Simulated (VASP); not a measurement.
Wanted: the native input for a VASP 6.6.1 run.

```yaml
Task: single point
Functional: RPBE
Potentials_or_basis: VASP PAW PBE potentials, release 64 (Cr_pv)
Cutoff: 520 eV
k_mesh: 15 × 15 × 15
Occupations: fermi-dirac, width 0.1 eV
Spin: no spin polarisation
Dipole_correction: no
Further_INCAR_settings: ALGO = Normal; EDIFF = 1e-06; NBANDS = 12
```

The structure of Cr lies in POSCAR:

```
Cr
1.0
    2.2592348951      0.0000000000      0.0000000000
    0.0000000000      2.2592348951      0.0000000000
    0.0000000000      0.0000000000      2.2592348951
Cr
1
Direct
    0.0000000000      0.0000000000      0.0000000000
```

This cell differs from its parent crystal: volume scaled by 0.88.

One way to write it, as run:

INCAR

```
SYSTEM = Cr
PREC     = Accurate       ! precision mode
ENCUT    = 520            ! plane-wave cutoff, eV
EDIFF    = 1E-6           ! SCF threshold, eV
ISMEAR   = -1             ! smearing method
SIGMA    = 0.1            ! smearing width, eV
LREAL    = .False.        ! projectors in reciprocal space
LASPH    = .True.         ! aspherical terms in the spheres
NELM     = 80             ! most SCF steps
ALGO     = Normal         ! electronic algorithm
ISIF     = 2              ! what is computed and relaxed
LWAVE    = .False.        ! write WAVECAR
LCHARG   = .False.        ! write CHGCAR
GGA      = RP             ! functional
NBANDS   = 12             ! bands
```

KPOINTS

```
Automatic mesh
0
Gamma
  15 15 15
  0 0 0
```

Potentials or basis: VASP PAW PBE potentials, release 64 (Cr_pv).

Launch:

```bash
$ cat potpaw_PBE.64/Cr_pv/POTCAR > POTCAR
$ mpirun -np 1 vasp_std > vasp.out
```

Results of the run:

* Pressure: 30.2 GPa
* Band gap on the k mesh: zero (band 6 reaches 12.36 eV, above the bottom of band 7 at 10.39 eV)

Caveat: the PAW data sets were made with another functional, which shifts forces and pressure a little; the run has no spin polarisation, though such a crystal can be magnetic.

Wall time 8 s on 1 thread of Intel(R) Xeon(R) 6975P-C (Granite Rapids) (shared host), peak memory 0.12 GiB.
